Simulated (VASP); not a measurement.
# Se (P6_3/mmc) in VASP: further runs

Se is run at these levels: PBE; tasks: single point, relaxation of cell and atoms.

All numbers are computed with VASP 6.6.1; they aren't measurements. Logs are shortened: lines on timing, memory, paths and dates and some standing lists are left out, and cuts for length are marked.

### 1 The cell of the first run

Symmetry: P6_3/mmc, No. 194, hexagonal system. Conventional cell: a = 2.755 Å, b = 2.755 Å, c = 4.279 Å, α = 90.00°, β = 90.00°, γ = 120.00°. Se (site symmetry -6m2) has 12 Se at 2.67 to 2.75 Å within 3.5 Å.

### 2 Single point, PBE

INCAR

```
  ALGO = Normal
  EDIFF = 1E-6
  ENCUT = 520
  GGA = PE
  ISIF = 2
  ISMEAR = -1
  LASPH = T
  LCHARG = F
  LREAL = F
  LWAVE = F
  NBANDS = 13
  NELM = 100
  PREC = Accurate
  SIGMA = 0.01
```

KPOINTS

```
k-points
0
Gamma
  6 6 4
```

POSCAR

```
Se
1.0
    2.7548499645      0.0000000000      0.0000000000
   -1.3774249823      2.3857700529      0.0000000000
    0.0000000000      0.0000000000      4.2787400975
Se
2
Direct
    0.3333333333      0.6666666667      0.2500000000
    0.6666666667      0.3333333333      0.7500000000
```

Potentials or basis: VASP PAW PBE potentials, release 64 (Se).

Started as:

```console
$ cat potpaw_PBE.64/Se/POTCAR > POTCAR
$ mpirun -np 1 vasp_std > vasp.out
```

OUTCAR:

```text
EDIFF = 1E-6
   ENCUT = 520
   GGA = PE
   ISIF = 2
   ISMEAR = -1
   LASPH = T
   LREAL = F
   NELM = 100
   PREC = Accurate

 ion  position               nearest neighbor table
   1  0.333  0.667  0.250-   2 2.67   2 2.67   2 2.67   2 2.67   2 2.67   2 2.67
   2  0.667  0.333  0.750-   1 2.67   1 2.67   1 2.67   1 2.67   1 2.67   1 2.67

  LATTYP: Found a hexagonal cell.
 ALAT       =     2.7548499645
 C/A-ratio  =     1.5531662895

  Lattice vectors:

 A1 = (   2.7548499645,   0.0000000000,   0.0000000000)
 A2 = (  -1.3774249823,   2.3857700529,   0.0000000000)
 A3 = (   0.0000000000,   0.0000000000,   4.2787400975)

Analysis of symmetry for initial positions (statically):
=====================================================================
 Subroutine PRICEL returns:
 Original cell was already a primitive cell.

 Routine SETGRP: Setting up the symmetry group for a
 hexagonal supercell.

 Subroutine GETGRP returns: Found 24 space group operations
 (whereof 12 operations were pure point group operations)
 out of a pool of 24 trial point group operations.

The static configuration has the point symmetry D_3d.
 The point group associated with its full space group is D_6h.

Analysis of symmetry for dynamics (positions and initial velocities):
=====================================================================
 Subroutine PRICEL returns:
 Original cell was already a primitive cell.

 Routine SETGRP: Setting up the symmetry group for a
 hexagonal supercell.

 Subroutine GETGRP returns: Found 24 space group operations
 (whereof 12 operations were pure point group operations)
 out of a pool of 24 trial point group operations.

The dynamic configuration has the point symmetry D_3d.
 The point group associated with its full space group is D_6h.

 Subroutine INISYM returns: Found 24 space group operations
 (whereof 12 operations are pure point group operations),
 and found     1 'primitive' translations

----------------------------------------------------------------------------------------

                                     Primitive cell

  volume of cell :      28.1218

  direct lattice vectors                    reciprocal lattice vectors
     2.754849964  0.000000000  0.000000000     0.362996175  0.209575939  0.000000000
    -1.377424982  2.385770053  0.000000000     0.000000000  0.419151879  0.000000000
     0.000000000  0.000000000  4.278740098     0.000000000  0.000000000  0.233713658

  length of vectors
     2.754849964  2.754849965  4.278740098     0.419151879  0.419151879  0.233713658

  position of ions in fractional coordinates (direct lattice)
     0.333333333  0.666666667  0.250000000
     0.666666667  0.333333333  0.750000000

  ion indices of the primitive-cell ions
   primitive index   ion index
                 1           1
                 2           2

----------------------------------------------------------------------------------------

 KPOINTS: k-points

Automatic generation of k-mesh.
 Grid dimensions read from file:
 generate k-points for:    6    6    4

 Generating k-lattice:

  Cartesian coordinates                     Fractional coordinates (reciprocal lattice)
     0.060499363  0.034929323  0.000000000     0.166666667 -0.000000000  0.000000000
     0.000000000  0.069858646  0.000000000     0.000000000  0.166666667  0.000000000
     0.000000000  0.000000000  0.058428415     0.000000000  0.000000000  0.250000000

  Length of vectors
     0.069858646  0.069858646  0.058428415

  Shift w.r.t. Gamma in fractional coordinates (k-lattice)
     0.000000000  0.000000000  0.000000000

 Subroutine IBZKPT returns following result:
 ===========================================

 Found     21 irreducible k-points:

 Following reciprocal coordinates:
            Coordinates               Weight
  0.000000  0.000000  0.000000      1.000000
  0.166667 -0.000000  0.000000      6.000000
  0.333333 -0.000000  0.000000      6.000000
  0.500000 -0.000000  0.000000      3.000000
  0.166667  0.166667  0.000000      6.000000
  0.333333  0.166667  0.000000     12.000000
[... 13 lines left out ...]
  0.333333  0.166667  0.500000     12.000000
  0.333333  0.333333  0.500000      2.000000
   k-points           NKPTS =     21   k-points in BZ     NKDIM =     21   number of bands    NBANDS=     13
   number of dos      NEDOS =    301   number of ions     NIONS =      2
   total plane-waves  NPLWV =  12800
   dimension x,y,z NGX =    20 NGY =   20 NGZ =   32
   dimension x,y,z NGXF=    40 NGYF=   40 NGZF=   64
   ions per type =               2
   NGX,Y,Z   is equivalent  to a cutoff of  12.07, 12.07, 12.43 a.u.
   NGXF,Y,Z  is equivalent  to a cutoff of  24.14, 24.14, 24.87 a.u.
 SYSTEM =  unknown system
   PREC   = accura    normal or accurate (medium, high low for compatibility)
   ISTART =      0    job   : 0-new  1-cont  2-samecut
   ICHARG =      2    charge: 1-file 2-atom 10-const
   ISPIN  =      1    spin polarized calculation?
   LNONCOLLINEAR =      F non collinear calculations
   LSORBIT =      F    spin-orbit coupling
   LASPH  =      T    aspherical Exc in radial PAW
   ENCUT  =  520.0 eV  38.22 Ry    6.18 a.u.   5.12  5.12  7.96*2*pi/ulx,y,z
   NELM   =    100;   NELMIN=  2; NELMDL= -5     # of ELM steps
   EDIFF  = 0.1E-05   stopping-criterion for ELM
   LREAL  =      F    real-space projection
   EDIFFG = 0.1E-04   stopping-criterion for IOM
   NSW    =      0    number of steps for IOM
   IBRION =     -1    ionic relax: 0-MD 1-quasi-New 2-CG
   NFREE  =      0    steps in history (QN), initial steepest desc. (CG)
   ISIF   =      2    stress and relaxation
   ISYM   =      2    0-nonsym 1-usesym 2-fastsym
   POTIM  = 0.5000    time-step for ionic-motion
   TEBEG  =    0.0;   TEEND  =   0.0 temperature during run
   PSTRESS=    0.0 pullay stress
   NELECT =      12.0000    total number of electrons
   NUPDOWN=      -1.0000    fix difference up-down
   EMIN   =  10.00;   EMAX   =-10.00  energy-range for DOS
   EFERMI =   0.00;   METHOD = LEGACY
   ISMEAR =    -1;   SIGMA  =   0.01  broadening in eV -4-tet -1-fermi 0-gaus
   EFERMI_NEDOS =   21; number of points for ismear=-14 and -15
   IALGO  =     38    algorithm
   IMIX   =      4    mixing-type and parameters
     AMIX     =   0.40;   BMIX     =  1.00
     AMIX_MAG =   1.60;   BMIX_MAG =  1.00
  volume/ion in A,a.u.               =      14.06        94.89
  Fermi-wavevector in a.u.,A,eV,Ry     =   1.232502  2.329092 20.668095  1.519062
  Thomas-Fermi vector in A             =   2.367270
   LORBIT       =      0    0 simple, 1 ext, 2 COOP (PROOUT), +10 PAW based schemes
   GGA     = PE    functional components
   LHFCALC =     F    Hartree Fock is set to
   AEXX    =    0.0000 exact exchange contribution
   IVDW    =     0    specifies the selected vdW correction
   LEPSILON=     F    determine dielectric tensor
   LRPA    =     F    only Hartree local field effects (RPA)
 non-spin polarized calculation
  energy-cutoff  :      520.00
  volume of cell :       28.12
 maximum number of plane-waves:       770
   NGX = 11   NGY = 11   NGZ = 15

 number of electron      12.0000000 magnetization

 Free energy of the ion-electron system (eV)
  ---------------------------------------------------
  ext. energy  EPLUGINS =         0.00000000
  ---------------------------------------------------
  free energy    TOTEN  =        -3.87676792 eV

  energy without entropy =       -3.87609175  energy(sigma->0) =       -3.87642984

 E-fermi :  11.0109     XC(G=0): -12.3668

 val. band max:       10.9690761095   @ k =   0.3333  -0.0000   0.5000
 cond. band min:      11.0165095201   @ k =   0.5000  -0.0000   0.2500
 fundamental gap:      0.0474334106
 Fermi energy:        11.0109028570

 k-point     1 :       0.0000    0.0000    0.0000
  band No.  band energies     occupation
      1      -9.4533      2.00000
      2      -3.0187      2.00000
      3       0.5456      2.00000
      4      13.0304      0.00000
      5      13.0304      0.00000
      6      15.4359      0.00000
      7      15.4359      0.00000
      8      17.0772      0.00000
      9      19.5823      0.00000
     10      22.6770      0.00000
     11      23.0509      0.00000
     12      23.0509      0.00000
     13      25.6460      0.00000

 k-point     2 :       0.1667   -0.0000    0.0000
  band No.  band energies     occupation
      1      -8.7615      2.00000
      2      -2.4318      2.00000
      3       1.2427      2.00000
      4       8.6456      2.00000
      5      11.3604      0.00000
      6      12.9354      0.00000
      7      15.5154      0.00000
      8      15.6495      0.00000
      9      18.6036      0.00000
     10      22.9827      0.00000
     11      23.2411      0.00000
     12      24.3005      0.00000
     13      24.3578      0.00000

 k-point     3 :       0.3333   -0.0000    0.0000
  band No.  band energies     occupation
      1      -6.7397      2.00000
      2      -1.1657      2.00000
      3       3.2544      2.00000
      4       3.5226      2.00000
      5       8.4073      2.00000
      6       9.5438      2.00000
      7      11.6487      0.00000
      8      14.4880      0.00000
      9      15.6458      0.00000
     10      20.8005      0.00000
     11      22.2955      0.00000
     12      22.4222      0.00000
     13      27.3555      0.00000
[... 257 lines left out ...]
 k-point    20 :       0.3333    0.1667    0.5000
  band No.  band energies     occupation
      1      -3.1718      2.00000
      2      -3.1718      2.00000
      3       2.5573      2.00000
      4       2.5573      2.00000
      5       7.1937      2.00000
      6       7.1937      2.00000
      7      12.7877      0.00000
      8      12.7877      0.00000
      9      19.8782      0.00000
     10      19.8782      0.00000
     11      21.6588      0.00000
     12      21.6588      0.00000
     13      25.1117      0.00000

 k-point    21 :       0.3333    0.3333    0.5000
  band No.  band energies     occupation
      1      -1.8589      2.00000
      2      -1.8589      2.00000
      3       2.4404      2.00000
      4       2.4404      2.00000
      5       4.1362      2.00000
      6       4.1362      2.00000
      7      13.6844      0.00000
      8      13.6844      0.00000
      9      20.5561      0.00000
     10      20.5561      0.00000
     11      21.6774      0.00000
     12      21.6774      0.00000
     13      27.7282      0.00000

------------------------ aborting loop because EDIFF is reached ----------------------------------------

  FORCE on cell =-STRESS in cart. coord.  units (eV):
  Direction    XX          YY          ZZ          XY          YZ          ZX
  --------------------------------------------------------------------------------------
  -------------------------------------------------------------------------------------
  Total       10.6122059     10.6122059     10.6174372     -0.0000000      0.0000000     -0.0000000
  in kB      604.6078883    604.6078883    604.9059298     -0.0000000      0.0000000     -0.0000000
  external PRESSURE =     604.7072354 kB  Pullay stress =       0.0000000 kB

 VOLUME and BASIS-vectors are now :
 -----------------------------------------------------------------------------
  energy-cutoff  :      520.00
  volume of cell :       28.12
      direct lattice vectors                 reciprocal lattice vectors
     2.754849964  0.000000000  0.000000000     0.362996175  0.209575939  0.000000000
    -1.377424982  2.385770053  0.000000000     0.000000000  0.419151879  0.000000000
     0.000000000  0.000000000  4.278740098     0.000000000  0.000000000  0.233713658

 POSITION                                       TOTAL-FORCE (eV/Angst)
 -----------------------------------------------------------------------------------
     -0.00000      1.59051      1.06969         0.000000     -0.000000      0.000000
      1.37742      0.79526      3.20906        -0.000000      0.000000      0.000000
 -----------------------------------------------------------------------------------
    total drift:                                0.000000     -0.000000      0.000000

  FREE ENERGIE OF THE ION-ELECTRON SYSTEM (eV)
  ---------------------------------------------------
  free  energy   TOTEN  =        -3.8767679210 eV

  energy  without entropy=       -3.8760917533  energy(sigma->0) =       -3.87642984
```

It took 5.8 s on 1 thread of Intel Xeon Platinum 8259CL at 2.50GHz (Skylake/Cascade Lake), shared host; peak memory 0.13 GiB.

What came out:

```yaml
Free_energy: -3.8768 eV
Pressure: 60.5 GPa
Band_gap_on_the_k_mesh: zero (band 6 reaches 15.44 eV, above the bottom of band 7 at 7.55 eV)
```

Levels at points of the mesh, in eV from the Fermi level:
```csv
k point,band 4,band 5,band 6,band 7,band 8,band 9
"(0.00, 0.00, 0.00)",2.02,2.02,4.42,4.42,6.07,8.57
"(0.50, 0.00, 0.00)",-5.92,-5.55,-2.54,-2.13,2.96,3.71
"(0.00, 0.00, 0.50)",-2.40,3.25,3.25,3.25,3.25,10.29
"(0.50, 0.00, 0.50)",-9.89,-0.28,-0.28,0.79,0.79,6.54
```

Caveat: the k points lie up to 0.44 Å⁻¹ apart.

### 3 Single point, PBE

This run uses another cell than the first one, of 15.38 Å³/atom, 1.093 times its volume.

INCAR

```
SYSTEM = Se
PREC     = Accurate       ! precision mode
ENCUT    = 520            ! plane-wave cutoff, eV
EDIFF    = 1E-6           ! SCF threshold, eV
ISMEAR   = -1             ! smearing method
SIGMA    = 0.01           ! smearing width, eV
LREAL    = .FALSE.        ! projectors in reciprocal space
LASPH    = .TRUE.         ! aspherical terms in the spheres
NELM     = 100            ! most SCF steps
ALGO     = Normal         ! electronic algorithm
ISIF     = 2              ! what is computed and relaxed
LWAVE    = .FALSE.        ! write WAVECAR
LCHARG   = .TRUE.         ! write CHGCAR
GGA      = PE             ! functional
LELF     = .TRUE.         ! ELF
LVHAR    = .TRUE.       
NBANDS   = 13             ! bands
```

KPOINTS

```
Automatic mesh
0
G
  6 6 4
  0 0 0
```

POSCAR

```
Se
1.0
    2.9730860519      0.0000000000      0.0000000000
   -1.4865430259      2.5747680486      0.0000000000
    0.0000000000      0.0000000000      4.0170173370
Se
2
Direct
    0.3333333333      0.6666666667      0.2500000000
    0.6666666667      0.3333333333      0.7500000000
```

Potentials or basis: VASP PAW PBE potentials, release 64 (Se).

Started as:

```console
$ cat potpaw_PBE.64/Se/POTCAR > POTCAR
$ mpirun -np 1 vasp_std > vasp.out
```

OUTCAR:

```text
SYSTEM = Se
   PREC = Accurate
   ENCUT = 520
   EDIFF = 1E-6
   ISMEAR = -1
   LREAL = .FALSE.
   LASPH = .TRUE.
   NELM = 100
   ISIF = 2
   GGA = PE

 ion  position               nearest neighbor table
   1  0.333  0.667  0.250-   2 2.64   2 2.64   2 2.64   2 2.64   2 2.64   2 2.64
   2  0.667  0.333  0.750-   1 2.64   1 2.64   1 2.64   1 2.64   1 2.64   1 2.64

  LATTYP: Found a hexagonal cell.
 ALAT       =     2.9730860519
 C/A-ratio  =     1.3511271678

  Lattice vectors:

[... 518 lines left out ...]

------------------------ aborting loop because EDIFF is reached ----------------------------------------

  FORCE on cell =-STRESS in cart. coord.  units (eV):
  Direction    XX          YY          ZZ          XY          YZ          ZX
  --------------------------------------------------------------------------------------
  -------------------------------------------------------------------------------------
  Total        7.7149529      7.7149529      7.7592748      0.0000000      0.0000000      0.0000000
  in kB      401.9708531    401.9708531    404.2801495      0.0000000      0.0000000      0.0000000
  external PRESSURE =     402.7406185 kB  Pullay stress =       0.0000000 kB

 VOLUME and BASIS-vectors are now :
 -----------------------------------------------------------------------------
  energy-cutoff  :      520.00
  volume of cell :       30.75
      direct lattice vectors                 reciprocal lattice vectors
     2.973086052  0.000000000  0.000000000     0.336350843  0.194192250  0.000000000
    -1.486543026  2.574768049  0.000000000     0.000000000  0.388384500  0.000000000
     0.000000000  0.000000000  4.017017337     0.000000000  0.000000000  0.248940922

 POSITION                                       TOTAL-FORCE (eV/Angst)
 -----------------------------------------------------------------------------------
     -0.00000      1.71651      1.00425        -0.000000      0.000000      0.000000
      1.48654      0.85826      3.01276         0.000000      0.000000      0.000000
 -----------------------------------------------------------------------------------
    total drift:                               -0.000000      0.000000      0.000000

  FREE ENERGIE OF THE ION-ELECTRON SYSTEM (eV)
  ---------------------------------------------------
  free  energy   TOTEN  =        -4.9849259608 eV

  energy  without entropy=       -4.9838618606  energy(sigma->0) =       -4.98439391
```

OSZICAR:

```text
N       E                     dE             d eps       ncg     rms          rms(c)
DAV:   1     0.476632120872E+02    0.47663E+02   -0.56108E+03   546   0.832E+02
DAV:   2    -0.281829787202E+01   -0.50482E+02   -0.47841E+02   800   0.140E+02
DAV:   3    -0.497708475017E+01   -0.21588E+01   -0.21490E+01   701   0.298E+01
DAV:   4    -0.498405715006E+01   -0.69724E-02   -0.69720E-02   606   0.198E+00
DAV:   5    -0.498407018819E+01   -0.13038E-04   -0.13037E-04   721   0.846E-02    0.818E+00
DAV:   6    -0.498415133154E+01   -0.81143E-04   -0.81531E-04   626   0.224E-01    0.491E+00
DAV:   7    -0.498488932195E+01   -0.73799E-03   -0.21157E-03   646   0.358E-01    0.381E-02
DAV:   8    -0.498491686100E+01   -0.27539E-04   -0.30414E-05   691   0.383E-02    0.199E-02
DAV:   9    -0.498492603562E+01   -0.91746E-05   -0.76493E-06   636   0.219E-02    0.131E-03
DAV:  10    -0.498492596077E+01    0.74842E-07   -0.52307E-08   403   0.170E-03
   1 F= -.49849260E+01 E0= -.49843939E+01  d E =-.106410E-02
```

It took 6.4 s on 1 thread of Intel Xeon Platinum 8259CL at 2.50GHz (Skylake/Cascade Lake), shared host; peak memory 0.14 GiB.

Results:

```yaml
Free_energy: -4.9849 eV
Pressure: 40.3 GPa
Band_gap_on_the_k_mesh: zero (band 6 reaches 12.41 eV, above the bottom of band 7 at 6.30 eV)
```

Caveat: the k points lie up to 0.41 Å⁻¹ apart.

[end of part 1 of 2]
